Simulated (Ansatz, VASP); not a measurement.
## Ge: VASP beside Ansatz

File INCAR:

```
SYSTEM = Ge
ALGO = Normal
EDIFF = 1E-6
ENCUT = 520
GGA = RE
ISIF = 2
ISMEAR = -1
LASPH = .TRUE.
LCHARG = .TRUE.
LELF = .TRUE.
LREAL = .FALSE.
LVHAR = .TRUE.
LWAVE = .FALSE.
NBANDS = 28
NELM = 100
PREC = Accurate
SIGMA = 0.1
```

KPOINTS

```
k-points
0
G
  8 8 13
  0 0 0
```

POSCAR

```
Ge
1.0
    4.8695036690      0.0000000000      0.0000000000
   -2.4347518345      4.2171138812      0.0000000000
    0.0000000000      0.0000000000      2.7667950049
Ge
3
Direct
    0.0000000000      1.0000000000      0.0000000000
    0.3333333333      0.6666666667      0.5000000000
    0.6666666667      0.3333333333      0.5000000000
```

Input for Ansatz:

```yaml
crystal:
  lattice:
    - [4.869503669, 0.0, 0.0]
    - [-2.4347518345, 4.2171138812, 0.0]
    - [0.0, 0.0, 2.7667950049]
  atoms:
    - { symbol: Ge, position: [0.0, 1.0, 0.0] }
    - { symbol: Ge, position: [0.3333333333, 0.6666666667, 0.5] }
    - { symbol: Ge, position: [0.6666666667, 0.3333333333, 0.5] }
hamiltonian:
  xc: revpbe
  pseudopotentials:
    kind: paw
    azcp:
      Ge: "pseudopotentials/Ge.paw.azcp"
basis:
  ecutwfc: 420
  fft_grid_basis: typed
kpoints:
  mp_grid: { grid: [8, 8, 13], shift: [0, 0, 0] }
magnetization:
  spin_polarized: false
scf:
  occupations: { method: fermi_dirac, width: 0.1 }
  lower_state_search: "off"
output:
  stress: true
  write_density: true
  write_potential: true
  elf: true
  volumetric_format: npy
```

Alike in both runs: task single point; functional revPBE; k mesh 8 × 8 × 13; occupations fermi-dirac, width 0.1 eV; no spin polarisation.

|  | VASP | Ansatz |
| --- | --- | --- |
| version | VASP 6.6.1 | Ansatz 0.2.0 |
| potentials or method | VASP PAW PBE potentials, release 64 (Ge_d), cutoff 520 eV | plane waves (420 eV) with PAW, scalar-relativistic |
| valence electrons in the cell | 42 | 42 |

```csv
,VASP,Ansatz,Ansatz less VASP
pressure (GPa),2.8,2.8,+0.02
"traceless stress, the component that is largest in VASP (GPa)",0.87,0.87,-0.006
```

VASP's potentials were made for PBE, not for revPBE. With one functional, cell and mesh, what is left measures potentials, basis and numerics.
